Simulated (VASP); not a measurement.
Wanted: the native input for a VASP 6.6.1 run.

```
Task                   : single point
Functional             : r2SCAN
Potentials or basis    : VASP PAW PBE potentials, release 64 (La, B)
Cutoff                 : 520 eV
k mesh                 : 8 × 8 × 8
Occupations            : gaussian, width 0.05 eV
Spin                   : no spin polarisation
Hubbard terms          : La f U = 5.0 eV
Dipole correction      : no
Further INCAR settings : ALGO = Normal; EDIFF = 1e-07; NBANDS = 24
```

The system is LaB6.

```xyz
7
Lattice="4.1523 0.0000 0.0000 0.0000 4.1523 0.0000 0.0000 0.0000 4.1523" Properties=species:S:1:pos:R:3 pbc="T T T"
La    0.0000    0.0000    0.0000
B     0.8308    2.0762    2.0762
B     3.3216    2.0762    2.0762
B     2.0762    2.0762    0.8308
B     2.0762    2.0762    3.3216
B     2.0762    0.8308    2.0762
B     2.0762    3.3216    2.0762
```

The input as run:

POSCAR

```
LaB6
1.0
    4.1523441329      0.0000000000      0.0000000000
    0.0000000000      4.1523441329      0.0000000000
    0.0000000000      0.0000000000      4.1523441329
La B
1 6
Direct
    0.0000000000      0.0000000000      0.0000000000
    0.2000751123      0.5000000000      0.5000000000
    0.7999248877      0.5000000000      0.5000000000
    0.5000000000      0.5000000000      0.2000751123
    0.5000000000      0.5000000000      0.7999248877
    0.5000000000      0.2000751123      0.5000000000
    0.5000000000      0.7999248877      0.5000000000
```

INCAR.step1

```
PREC = Accurate
ENCUT = 520
ISMEAR = 0
SIGMA = 0.05
LREAL = False
LASPH = True
NELM = 150
LMAXMIX = 6
LDAU = True
LDAUTYPE = 2
LDAUL = 3 -1
LDAUU = 5 0
LDAUJ = 0 0
NBANDS = 24
GGA = PE
ALGO = Normal
EDIFF = 1E-4
LWAVE = True
LCHARG = False
```

INCAR.step2

```
PREC = Accurate
ENCUT = 520
EDIFF = 1E-7
ISMEAR = 0
SIGMA = 0.05
LREAL = False
LASPH = True
NELM = 150
ALGO = Normal
ISIF = 2
LWAVE = False
LCHARG = False
LMAXMIX = 6
LDAU = True
LDAUTYPE = 2
LDAUL = 3 -1
LDAUU = 5 0
LDAUJ = 0 0
LDAUPRINT = 1
METAGGA = R2SCAN
LMIXTAU = True
NBANDS = 24
ISTART = 1
```

KPOINTS

```
regular mesh
0
Gamma
  8 8 8
```

Potentials or basis: VASP PAW PBE potentials, release 64 (La, B).

Run with:

```console
$ cat potpaw_PBE.64/La/POTCAR potpaw_PBE.64/B/POTCAR > POTCAR
$ cp INCAR.step1 INCAR
$ mpirun -np 1 vasp_std > vasp.out
$ cp INCAR.step2 INCAR
$ mpirun -np 1 vasp_std > vasp.out
```

Results of the run:

```yaml
Pressure: 1.3 GPa
Largest_force: 0.038 eV/Å
Band_gap_on_the_k_mesh: zero (an odd number of electrons rules out a gap without spin polarisation)
```

Caveat: the PAW data sets were made with another functional, which shifts forces and pressure a little; spin-orbit coupling is left out, which moves the levels of the heavy elements; an odd number of electrons without spin polarisation forces a metal; a magnetic or distorted state may lie lower; U without spin polarisation on a metal has little footing; the U is typed as a test and isn't derived for this compound.

It took 2.5 min on 1 thread of Intel(R) Xeon(R) 6975P-C (Granite Rapids), with other jobs on the host, peak memory 0.22 GiB.
